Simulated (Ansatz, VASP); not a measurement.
**One calculation of Pd, two programs**

```
CELL_PARAMETERS angstrom
2.84133 0.00000 0.00000
-1.42067 2.46067 0.00000
0.00000 0.00000 9.38674
ATOMIC_POSITIONS crystal
Pd 0.00000 0.00000 0.00000
Pd 0.00000 0.00000 0.50000
Pd 0.33333 0.66667 0.25000
Pd 0.66667 0.33333 0.75000
```

Alike in both runs: task single point; functional BLYP; k mesh 14 × 14 × 4; occupations fermi-dirac, width 0.1 eV; no spin polarisation.

```csv
,VASP,Ansatz
version,VASP 6.6.1,Ansatz 0.2.0
potentials or method,"VASP PAW PBE potentials, release 64 (Pd), cutoff 520 eV","plane waves (420 eV) with PAW, scalar-relativistic"
valence electrons in the cell,40,72
```

Ansatz gave:

| Property | Result |
| --- | --- |
| pressure (GPa) | 0.0 |
| traceless stress, the component that is largest in VASP (GPa) | -0.35 |

Which values does VASP return?

Pressure (GPa): 0.3; traceless stress, the component that is largest in VASP (GPa): -0.38.

VASP's potentials were made for PBE, not for BLYP. The functional is the same, so the differences come from potentials, cutoffs and numerics. VASP's potentials hold 40 valence electrons a cell and Ansatz's 72, so a difference there can come from the potentials and not from the codes.
